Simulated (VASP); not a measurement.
# Hg (Pm-3n) in VASP: settings compared, part 2 of 2

VASP 6.6.1.

## (3) Single point, PBE+D3(BJ)

This run uses another cell than the first one, of 25.58 Å³/atom.

Input file INCAR:

```
PREC = Accurate
ENCUT = 520
EDIFF = 1E-6
ISMEAR = -1
SIGMA = 0.02
LREAL = F
LASPH = T
NELM = 100
ALGO = Normal
ISIF = 2
LWAVE = F
LCHARG = F
GGA = PE
IVDW = 12
NBANDS = 58
```

Input file KPOINTS:

```
Automatic mesh
0
Gamma
  4 4 4
```

Input file POSCAR:

```
Hg
1.0
    5.8926255694      0.0000000000      0.0000000000
    0.0000000000      5.8926255694      0.0000000000
    0.0000000000      0.0000000000      5.8926255694
Hg
8
Direct
    0.0000000000      0.0000000000      0.0000000000
    0.5000000000      0.2500000000      0.0000000000
    0.5000000000      0.7500000000      0.0000000000
    0.0000000000      0.5000000000      0.2500000000
    0.2500000000      0.0000000000      0.5000000000
    0.7500000000      0.0000000000      0.5000000000
    0.5000000000      0.5000000000      0.5000000000
    0.0000000000      0.5000000000      0.7500000000
```

Potentials or basis: VASP PAW PBE potentials, release 64 (Hg).

Launch:

```bash
> cat potpaw_PBE.64/Hg/POTCAR > POTCAR
> mpirun -np 1 vasp_std > vasp.out
```

OUTCAR:

```text
PREC = Accurate
   ENCUT = 520
   EDIFF = 1E-6
   ISMEAR = -1
   LREAL = F
   LASPH = T
   NELM = 100
   ISIF = 2
   GGA = PE
   IVDW = 12
 IVDW          = 12

 ion  position               nearest neighbor table
   1  0.000  0.000  0.000-   2 3.29   3 3.29   4 3.29   5 3.29   6 3.29   8 3.29   5 3.29   6 3.29
                             4 3.29   8 3.29   2 3.29   3 3.29
   2  0.500  0.250  0.000-   3 2.95   3 2.95   7 3.29   7 3.29   1 3.29   1 3.29   8 3.61   5 3.61
                             6 3.61   5 3.61   6 3.61   4 3.61   4 3.61   8 3.61
   3  0.500  0.750  0.000-   2 2.95   2 2.95   7 3.29   7 3.29   1 3.29   1 3.29   8 3.61   5 3.61
                             6 3.61   5 3.61   6 3.61   4 3.61   4 3.61   8 3.61
   4  0.000  0.500  0.250-   8 2.95   8 2.95   1 3.29   7 3.29   1 3.29   7 3.29   3 3.61   5 3.61
                             6 3.61   5 3.61   6 3.61   2 3.61   3 3.61   2 3.61
   5  0.250  0.000  0.500-   6 2.95   6 2.95   7 3.29   1 3.29   7 3.29   1 3.29   8 3.61   4 3.61
                             2 3.61   3 3.61   4 3.61   2 3.61   8 3.61   3 3.61
   6  0.750  0.000  0.500-   5 2.95   5 2.95   7 3.29   1 3.29   7 3.29   1 3.29   8 3.61   4 3.61
                             2 3.61   3 3.61   4 3.61   2 3.61   8 3.61   3 3.61
   7  0.500  0.500  0.500-   2 3.29   3 3.29   4 3.29   5 3.29   6 3.29   8 3.29   2 3.29   3 3.29
                             5 3.29   6 3.29   4 3.29   8 3.29
   8  0.000  0.500  0.750-   4 2.95   4 2.95   7 3.29   1 3.29   1 3.29   7 3.29   3 3.61   2 3.61
                             5 3.61   5 3.61   6 3.61   2 3.61   3 3.61   6 3.61

  LATTYP: Found a simple cubic cell.
 ALAT       =     5.8926255694

  Lattice vectors:

 A1 = (   5.8926255694,   0.0000000000,   0.0000000000)
 A2 = (   0.0000000000,   5.8926255694,   0.0000000000)
 A3 = (   0.0000000000,   0.0000000000,   5.8926255694)

Analysis of symmetry for initial positions (statically):
=====================================================================
 Subroutine PRICEL returns:
 Original cell was already a primitive cell.

 Routine SETGRP: Setting up the symmetry group for a
 simple cubic supercell.

 Subroutine GETGRP returns: Found 48 space group operations
 (whereof 24 operations were pure point group operations)
 out of a pool of 48 trial point group operations.

The static configuration has the point symmetry T_h .
 The point group associated with its full space group is O_h .

Analysis of symmetry for dynamics (positions and initial velocities):
=====================================================================
 Subroutine PRICEL returns:
 Original cell was already a primitive cell.

 Routine SETGRP: Setting up the symmetry group for a
 simple cubic supercell.

 Subroutine GETGRP returns: Found 48 space group operations
 (whereof 24 operations were pure point group operations)
 out of a pool of 48 trial point group operations.

The dynamic configuration has the point symmetry T_h .
 The point group associated with its full space group is O_h .

 Subroutine INISYM returns: Found 48 space group operations
 (whereof 24 operations are pure point group operations),
 and found     1 'primitive' translations

----------------------------------------------------------------------------------------

                                     Primitive cell

  volume of cell :     204.6099

  direct lattice vectors                    reciprocal lattice vectors
     5.892625569  0.000000000  0.000000000     0.169703639  0.000000000  0.000000000
     0.000000000  5.892625569  0.000000000     0.000000000  0.169703639  0.000000000
[... 66 lines left out ...]
   total plane-waves  NPLWV = 110592
   dimension x,y,z NGX =    48 NGY =   48 NGZ =   48
   dimension x,y,z NGXF=    96 NGYF=   96 NGZF=   96
   ions per type =               8
   NGX,Y,Z   is equivalent  to a cutoff of  13.54, 13.54, 13.54 a.u.
   NGXF,Y,Z  is equivalent  to a cutoff of  27.08, 27.08, 27.08 a.u.
 SYSTEM =  unknown system
   PREC   = accura    normal or accurate (medium, high low for compatibility)
   ISTART =      0    job   : 0-new  1-cont  2-samecut
   ICHARG =      2    charge: 1-file 2-atom 10-const
   ISPIN  =      1    spin polarized calculation?
   LNONCOLLINEAR =      F non collinear calculations
   LSORBIT =      F    spin-orbit coupling
   LASPH  =      T    aspherical Exc in radial PAW
   ENCUT  =  520.0 eV  38.22 Ry    6.18 a.u.  10.96 10.96 10.96*2*pi/ulx,y,z
   NELM   =    100;   NELMIN=  2; NELMDL= -5     # of ELM steps
   EDIFF  = 0.1E-05   stopping-criterion for ELM
   LREAL  =      F    real-space projection
   EDIFFG = 0.1E-04   stopping-criterion for IOM
   NSW    =      0    number of steps for IOM
   IBRION =     -1    ionic relax: 0-MD 1-quasi-New 2-CG
   NFREE  =      0    steps in history (QN), initial steepest desc. (CG)
   ISIF   =      2    stress and relaxation
   ISYM   =      2    0-nonsym 1-usesym 2-fastsym
   POTIM  = 0.5000    time-step for ionic-motion
   TEBEG  =    0.0;   TEEND  =   0.0 temperature during run
   PSTRESS=    0.0 pullay stress
   NELECT =      96.0000    total number of electrons
   NUPDOWN=      -1.0000    fix difference up-down
   EMIN   =  10.00;   EMAX   =-10.00  energy-range for DOS
   EFERMI =   0.00;   METHOD = LEGACY
   ISMEAR =    -1;   SIGMA  =   0.02  broadening in eV -4-tet -1-fermi 0-gaus
   EFERMI_NEDOS =   21; number of points for ismear=-14 and -15
   IALGO  =     38    algorithm
   IMIX   =      4    mixing-type and parameters
     AMIX     =   0.40;   BMIX     =  1.00
     AMIX_MAG =   1.60;   BMIX_MAG =  1.00
  volume/ion in A,a.u.               =      25.58       172.60
  Fermi-wavevector in a.u.,A,eV,Ry     =   1.272105  2.403930 22.017654  1.618252
  Thomas-Fermi vector in A             =   2.405002
   LORBIT       =      0    0 simple, 1 ext, 2 COOP (PROOUT), +10 PAW based schemes
   GGA     = PE    functional components
   LHFCALC =     F    Hartree Fock is set to
   AEXX    =    0.0000 exact exchange contribution
   IVDW    =    12    specifies the selected vdW correction
   LEPSILON=     F    determine dielectric tensor
   LRPA    =     F    only Hartree local field effects (RPA)
 non-spin polarized calculation
  energy-cutoff  :      520.00
  volume of cell :      204.61
 maximum number of plane-waves:      5528
 NGX is ok and might be reduce to    48
   NGX = 21   NGY = 21   NGZ = 21

 number of electron      95.9999981 magnetization

 Free energy of the ion-electron system (eV)
  ---------------------------------------------------
  ext. energy  EPLUGINS =         0.00000000
  ---------------------------------------------------
  free energy    TOTEN  =        -1.08501349 eV

  energy without entropy =       -1.08096569  energy(sigma->0) =       -1.08298959

 E-fermi :   2.0356     XC(G=0): -10.4112

 val. band max:        1.9062033523   @ k =   0.5000   0.2500   0.0000
 cond. band min:       2.0480574507   @ k =   0.2500   0.2500   0.2500
 fundamental gap:      0.1418540985
 Fermi energy:         2.0356155629

 k-point     1 :       0.0000    0.0000    0.0000
  band No.  band energies     occupation
      1      -6.3875      2.00000
      2      -5.7776      2.00000
      3      -5.7776      2.00000
      4      -5.3570      2.00000
      5      -5.1499      2.00000
      6      -5.1499      2.00000
[... 599 lines left out ...]
     57       9.3194      0.00000
     58       9.3194      0.00000

------------------------ aborting loop because EDIFF is reached ----------------------------------------

 Edisp (eV)   -3.27431

 E8    (eV) :    -1.4841

  FORCE on cell =-STRESS in cart. coord.  units (eV):
  Direction    XX          YY          ZZ          XY          YZ          ZX
  --------------------------------------------------------------------------------------
  -------------------------------------------------------------------------------------
  Total       0.30138     0.30138     0.30138     0.00000     0.00000     0.00000
  in kB       2.35995     2.35995     2.35995     0.00000     0.00000     0.00000
  external pressure =        2.36 kB  Pullay stress =        0.00 kB

 VOLUME and BASIS-vectors are now :
 -----------------------------------------------------------------------------
  energy-cutoff  :      520.00
  volume of cell :      204.61
      direct lattice vectors                 reciprocal lattice vectors
     5.892625569  0.000000000  0.000000000     0.169703639  0.000000000  0.000000000
     0.000000000  5.892625569  0.000000000     0.000000000  0.169703639  0.000000000
     0.000000000  0.000000000  5.892625569     0.000000000  0.000000000  0.169703639

 POSITION                                       TOTAL-FORCE (eV/Angst)
 -----------------------------------------------------------------------------------
      0.00000      0.00000      0.00000        -0.000000      0.000000      0.000000
      2.94631      1.47316      0.00000        -0.000000     -0.000000     -0.000000
      2.94631      4.41947      0.00000         0.000000      0.000000      0.000000
      0.00000      2.94631      1.47316         0.000000     -0.000000     -0.000000
      1.47316      0.00000      2.94631        -0.000000     -0.000000     -0.000000
      4.41947      0.00000      2.94631         0.000000      0.000000      0.000000
      2.94631      2.94631      2.94631        -0.000000      0.000000      0.000000
      0.00000      2.94631      4.41947         0.000000     -0.000000      0.000000
 -----------------------------------------------------------------------------------
    total drift:                                0.000000     -0.000000      0.000000

  FREE ENERGIE OF THE ION-ELECTRON SYSTEM (eV)
  ---------------------------------------------------
  free  energy   TOTEN  =        -4.3593220780 eV

  energy  without entropy=       -4.3552742689  energy(sigma->0) =       -4.35729817
```

It took 41 s on 1 thread of Intel Xeon 6975P-C (Granite Rapids), shared host; peak memory 0.35 GiB.

What came out:

```yaml
Free_energy: -4.3593 eV
Pressure: 0.2 GPa
Band_gap_on_the_k_mesh: zero (bands 48 and 49 overlap by 0.65 eV)
Dispersion_energy_per_atom: -0.409 eV
```

Caveat: spin-orbit coupling is left out, which moves the levels of the heavy elements.

## (4) Single point, r2SCAN+rVV10

POSCAR, as its differences from that of step 3:

```diff
@@ -2,5 +2,5 @@
 1.0
-    5.8926255694      0.0000000000      0.0000000000
-    0.0000000000      5.8926255694      0.0000000000
-    0.0000000000      0.0000000000      5.8926255694
+    5.8545564485      0.0000000000      0.0000000000
+    0.0000000000      5.8545564485      0.0000000000
+    0.0000000000      0.0000000000      5.8545564485
 Hg
```

Input file INCAR.step1:

```
ALGO = Normal ; EDIFF = 1E-4
ENCUT = 520 ; GGA = PE
ISMEAR = -1 ; LASPH = T
LCHARG = F ; LREAL = F
LWAVE = T ; NBANDS = 58
NELM = 60 ; PREC = Accurate
SIGMA = 0.02
```

Input file INCAR.step2:

```
ALGO = Normal ; BPARAM = 11.95
CPARAM = 0.0093 ; EDIFF = 1E-7
ENCUT = 520 ; ISIF = 2
ISMEAR = -1 ; ISTART = 1
IVDW_NL = 2 ; LASPH = T
LCHARG = F ; LMIXTAU = T
LREAL = F ; LUSE_VDW = T
LWAVE = F ; METAGGA = R2SCAN
NBANDS = 58 ; NELM = 60
PREC = Accurate ; SIGMA = 0.02
```

Input file KPOINTS:

```
k-points
0
Gamma
  4 4 4
```

Launch:

```bash
> cat potpaw_PBE.64/Hg/POTCAR > POTCAR
> cp INCAR.step1 INCAR
> mpirun -np 1 vasp_std > vasp.out
> cp INCAR.step2 INCAR
> mpirun -np 1 vasp_std > vasp.out
```

Wall time 5 min (1 thread of Intel Xeon 6975P-C (Granite Rapids), shared host); peak memory 0.78 GiB.

The run converged. Its results:

| Property | Result |
| --- | --- |
| Free energy | -392.3730 eV |
| Pressure | 0.8 GPa |
| Band gap on the k mesh | zero (bands 48 and 49 overlap by 0.61 eV) |

Levels at points of the mesh, in eV from the Fermi level:
```tsv
k point	band 46	band 47	band 48	band 49	band 50	band 51
(0.00, 0.00, 0.00)	-2.00	-2.00	0.28	1.89	1.89	1.97
(0.50, 0.00, 0.00)	-1.91	-0.64	-0.64	-0.33	-0.33	2.49
(0.50, 0.50, 0.00)	-0.85	-0.85	-0.14	0.16	0.95	0.95
(0.50, 0.50, 0.50)	-4.19	-3.92	-3.92	5.19	5.19	5.19
```

Caveat: the PAW data sets were made with another functional, which shifts forces and pressure a little; spin-orbit coupling is left out, which moves the levels of the heavy elements.

## (5) Single point, r2SCAN

POSCAR is that of step 4.

Input file INCAR.step1:

```
ALGO     = Normal         # electronic algorithm
EDIFF    = 1E-4           # SCF threshold, eV
ENCUT    = 520            # plane-wave cutoff, eV
GGA      = PE             # functional
ISMEAR   = -1             # smearing method
LASPH    = T              # aspherical terms in the spheres
LCHARG   = F              # write CHGCAR
LREAL    = F              # projectors in reciprocal space
LWAVE    = T              # write WAVECAR
NBANDS   = 58             # bands
NELM     = 60             # most SCF steps
PREC     = Accurate       # precision mode
SIGMA    = 0.02           # smearing width, eV
```

Input file INCAR.step2:

```
ALGO     = Normal         # electronic algorithm
EDIFF    = 1E-7           # SCF threshold, eV
ENCUT    = 520            # plane-wave cutoff, eV
ISIF     = 2              # what is computed and relaxed
ISMEAR   = -1             # smearing method
ISTART   = 1            
LASPH    = T              # aspherical terms in the spheres
LCHARG   = F              # write CHGCAR
LMIXTAU  = T            
LREAL    = F              # projectors in reciprocal space
LWAVE    = F              # write WAVECAR
METAGGA  = R2SCAN         # meta-GGA
NBANDS   = 58             # bands
NELM     = 60             # most SCF steps
PREC     = Accurate       # precision mode
SIGMA    = 0.02           # smearing width, eV
```

KPOINTS is that of step 4.

Launch:

```bash
> cat potpaw_PBE.64/Hg/POTCAR > POTCAR
> cp INCAR.step1 INCAR
> mpirun -np 1 vasp_std > vasp.out
> cp INCAR.step2 INCAR
> mpirun -np 1 vasp_std > vasp.out
```

Wall time 3 min (1 thread of Intel Xeon 6975P-C (Granite Rapids), shared host); peak memory 0.39 GiB.

Results (log left out):

| Quantity | Value |
| --- | --- |
| Free energy | -394.6495 eV |
| Pressure | 2.1 GPa |
| Band gap on the k mesh | zero (bands 48 and 49 overlap by 0.58 eV) |

Levels at points of the mesh, in eV from the Fermi level:
| k point | band 46 | band 47 | band 48 | band 49 | band 50 | band 51 |
| --- | --- | --- | --- | --- | --- | --- |
| (0.00, 0.00, 0.00) | -1.98 | -1.98 | 0.28 | 1.91 | 1.91 | 1.98 |
| (0.50, 0.00, 0.00) | -1.90 | -0.64 | -0.64 | -0.30 | -0.30 | 2.50 |
| (0.50, 0.50, 0.00) | -0.85 | -0.85 | -0.11 | 0.16 | 0.98 | 0.98 |
| (0.50, 0.50, 0.50) | -4.18 | -3.91 | -3.91 | 5.21 | 5.21 | 5.21 |

Caveat: the PAW data sets were made with another functional, which shifts forces and pressure a little; spin-orbit coupling is left out, which moves the levels of the heavy elements.

## (6) The runs side by side

```csv
level,cell,gap on the mesh (eV),pressure (GPa)
PBE,"a = 5.855 Å, 8 atoms",none,3.2
PBE+D3(BJ),"a = 5.893 Å, 8 atoms",none,0.2
r2SCAN+rVV10,"a = 5.855 Å, 8 atoms",none,0.8
r2SCAN,"a = 5.855 Å, 8 atoms",none,2.1
```

Alike in all rows: task single point; potentials or basis VASP PAW PBE potentials, release 64 (Hg); no spin polarisation; k mesh 4 × 4 × 4; cutoff (eV) 520; smearing fermi-dirac 0.02 eV.

The pressure there spans 0.8 GPa (r2SCAN+rVV10) to 3.2 GPa (PBE); a positive pressure means that this level wants a larger cell, a negative one a smaller.

Caveats: spin-orbit coupling is left out, which moves the levels of the heavy elements; the PAW data sets were made with another functional, which shifts forces and pressure a little (at least some runs); the cell stands under pressure (at least some runs).

Absolute energies hang on the potentials; compare differences alone.
